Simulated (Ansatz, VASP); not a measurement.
**Two plane-wave programs on LiS2**

```
Li S
1.0
    -3.87610    0.00160   -3.85012
    -3.04009   -3.02802   -0.81500
    -5.85310    3.65251    2.01353
Li S
2 4
Cartesian
  -0.7055 -0.0013 -0.7016
  -5.0821 0.3128 -0.0332
  -5.7920 -2.0398 -3.0746
  -4.3388 2.4750 1.0484
  -7.8725 -1.8486 -3.1465
  -8.1323 2.6672 -0.7215
```

Change from the starting cell: fluorite type (Fm-3m, No. 225); cell x2, atoms moved at random (sigma 0.1 Å) and cell strained at random (1.5 %), then relaxed without symmetry.

Alike in both runs: functional PBE; k mesh 6 × 6 × 6; occupations gaussian, width 0.1 eV; no spin polarisation.

Ansatz relaxed the structure, and its values are those at the end. VASP's run is a single point on that final structure, the one shown.

```csv
,VASP,Ansatz
version,VASP 6.6.1,Ansatz 0.2.0
potentials or method,"VASP PAW PBE potentials, release 64 (Li_sv, S), cutoff 520 eV","scalar-relativistic, plane waves, PAW"
valence electrons in the cell,30,30
```

Ansatz gave:

- gap on the k mesh at the Fermi level (eV): 2.08
- least direct gap on the mesh (eV): 2.24
- rms of the force components (eV/Å): 0.002

Question: Estimate VASP's values.

Answer: gap on the k mesh at the Fermi level (eV): 2.11; least direct gap on the mesh (eV): 2.27; rms of the force components (eV/Å): 0.050.

The functional is the same, so the differences come from potentials, cutoffs and numerics.

Noted on VASP's run: the cutoff is short for stress, so the pressure is rough.
